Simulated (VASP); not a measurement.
Here is a VASP 6.6.1 calculation.

Contents of INCAR:

```
  PREC = Accurate
  ENCUT = 520
  EDIFF = 1E-6
  ISMEAR = 0
  SIGMA = 0.15
  LREAL = F
  LASPH = T
  NELM = 80
  ALGO = Fast
  ISIF = 2
  LWAVE = F
  LCHARG = F
  GGA = CA
  NBANDS = 13
```

The input KPOINTS:

```
regular mesh
0
Gamma
  22 22 22
```

POSCAR

```
W
1.0
   -1.9023656685      1.5278954918      1.5278954918
    1.5278954918     -1.9023656685      1.5278954918
    1.5278954918      1.5278954918     -1.9023656685
W
1
Direct
    0.0000000000      0.0000000000      0.0000000000
```

Potentials or basis: VASP PAW LDA potentials, release 64 (W_sv).

Launch:

```bash
$ cat potpaw_LDA.64/W_sv/POTCAR > POTCAR
$ mpirun -np 1 vasp_std > vasp.out
```

(1) Estimate the pressure.

(2) Predict the band gap on the k mesh.

## Answers

(1) 149.2 GPa.

(2) zero (bands 7 and 8 overlap by 6.23 eV).

Caveat: atoms lie so close that the PAW spheres overlap strongly, which falsifies energies and pressures; the cell stands under pressure; spin-orbit coupling is left out, which moves the levels of the heavy elements.
